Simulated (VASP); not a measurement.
Runs of VASP 6.6.1 on SnTe. The structure is that of space group I4/mmm (No. 139), or close to it. The cells are those of the table. 

```tsv
cell	gap on the mesh (eV)	pressure (GPa)
a = 4.349, b = 4.349, c = 4.849 Å, angles 56.1, 56.1, 67.8°, 2 atoms	none	9.1
a = 4.373, b = 4.373, c = 4.712 Å, angles 57.4, 57.4, 65.2°, 2 atoms	none	4.6
a = 4.410, b = 4.410, c = 4.590 Å, angles 58.6, 58.6, 62.7°, 2 atoms	(b)	3.0
a = 4.339, b = 4.339, c = 5.011 Å, angles 54.7, 54.7, 70.5°, 2 atoms	none	(a)
```

Alike in all rows: task single point; level PBE; potentials or basis VASP PAW PBE potentials, release 64 (Sn_d, Te); no spin polarisation; k mesh 10 × 10 × 10; cutoff (eV) 500; smearing gaussian 0.03 eV.

Task: Fill in the values left out.

Result: (a) 16.9; (b) 0.23.

Caveats: spin-orbit coupling is left out, which moves the levels of the heavy elements.

A k mesh can miss the band edges, and the runs leave out spin-orbit coupling on Sn, Te.

A gap of «none» marks levels without a gap at the run's occupations.
